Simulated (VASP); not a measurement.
Write the native input for VASP 6.6.1 that does the following.

| Item | Value |
| --- | --- |
| Task | single point |
| Functional | r2SCAN |
| Potentials or basis | VASP PAW PBE potentials, release 64 (Sn_d, Bi_d) |
| Cutoff | 520 eV |
| k mesh | 10 × 10 × 10 |
| Occupations | gaussian, width 0.15 eV |
| Spin | no spin polarisation |
| Dipole correction | no |
| Further INCAR settings | ALGO = Normal; EDIFF = 1e-06; NBANDS = 38 |

Crystal: SnBi3.

```xyz
4
Lattice="0.0000 3.9263 3.9263 3.9263 0.0000 3.9263 3.9263 3.9263 0.0000" Properties=species:S:1:pos:R:3 pbc="T T T"
Sn    0.0000    0.0000    0.0000
Bi    1.9632    1.9632    1.9632
Bi    5.8895    5.8895    5.8895
Bi    3.9263    3.9263    3.9263
```

These files were run (other wordings do the same):

POSCAR

```
SnBi3
1.0
    0.0000000000      3.9263022910      3.9263022910
    3.9263022910      0.0000000000      3.9263022910
    3.9263022910      3.9263022910      0.0000000000
Sn Bi
1 3
Direct
    0.0000000000      0.0000000000      0.0000000000
    0.2500000000      0.2500000000      0.2500000000
    0.7500000000      0.7500000000      0.7500000000
    0.5000000000      0.5000000000      0.5000000000
```

INCAR.step1

```
  PREC = Accurate
  ENCUT = 520
  ISMEAR = 0
  SIGMA = 0.15
  LREAL = False
  LASPH = True
  NELM = 100
  NBANDS = 38
  GGA = PE
  ALGO = Normal
  EDIFF = 1E-4
  LWAVE = True
  LCHARG = False
```

INCAR.step2

```
  PREC = Accurate
  ENCUT = 520
  EDIFF = 1E-6
  ISMEAR = 0
  SIGMA = 0.15
  LREAL = False
  LASPH = True
  NELM = 100
  ALGO = Normal
  ISIF = 2
  LWAVE = False
  LCHARG = False
  METAGGA = R2SCAN
  LMIXTAU = True
  NBANDS = 38
  ISTART = 1
```

KPOINTS

```
regular mesh
0
Gamma
  10 10 10
```

Potentials or basis: VASP PAW PBE potentials, release 64 (Sn_d, Bi_d).

Command:

```console
$ cat potpaw_PBE.64/Sn_d/POTCAR potpaw_PBE.64/Bi_d/POTCAR > POTCAR
$ cp INCAR.step1 INCAR
$ mpirun -np 1 vasp_std > vasp.out
$ cp INCAR.step2 INCAR
$ mpirun -np 1 vasp_std > vasp.out
```

Results of the run:

- Pressure: 0.0 GPa

Caveat: the PAW data sets were made with another functional, which shifts forces and pressure a little.

It took 24 min on 1 thread of Oxide Virtual Turin-like Processor (shared host), peak memory 0.36 GiB.
